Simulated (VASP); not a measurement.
A run of VASP 6.6.1 is set up as follows.

Contents of INCAR:

```
ALGO = Normal ; EDIFF = 1E-7
ENCUT = 520 ; GGA = PE
ISIF = 2 ; ISMEAR = 0
LASPH = True ; LCHARG = True
LELF = True ; LREAL = False
LVHAR = True ; LWAVE = False
NBANDS = 32 ; NELM = 60
PREC = Accurate ; SIGMA = 0.1
```

KPOINTS

```
k-points
0
Gamma
  4 4 6
```

POSCAR

```
Tm2N
1.0
    2.3624335700     -3.8629715100      0.0000000000
    2.3624335700      3.8629715100      0.0000000000
    0.0000000000      0.0000000000      3.6066471000
Tm N
2 1
Direct
    0.3043572400      0.6956427600      0.0000000000
    0.6956427600      0.3043572400      0.0000000000
    0.0000000000      0.0000000000      0.0000000000
```

Potentials or basis: VASP PAW PBE potentials, release 64 (Tm, N).

Command:

```sh
$ cat potpaw_PBE.64/Tm/POTCAR potpaw_PBE.64/N/POTCAR > POTCAR
$ mpirun -np 1 vasp_std > vasp.out
```

Question: Estimate the pressure.

Answer: -2.6 GPa.

Question: Predict the band gap on the k mesh.

Answer: Zero (an odd number of electrons rules out a gap without spin polarisation).

Question: Predict the largest force.

Answer: 0.765 eV/Å.

Stress tensor (GPa, compression positive):
```
  5.37   0.00   0.00
  0.00 -14.30   0.00
  0.00   0.00   1.01
```

Caveat: the k points lie up to 0.39 Å⁻¹ apart, too coarse for converged energies and pressures of a metal; spin-orbit coupling is left out, which moves the levels of the heavy elements; the run has no spin polarisation, though such a crystal can be magnetic; semilocal functionals describe open f shells poorly, which spoils levels, moments and volumes. With open d or f shells a metallic result of PBE can be an artefact of self-interaction; +U or a hybrid may open a gap.
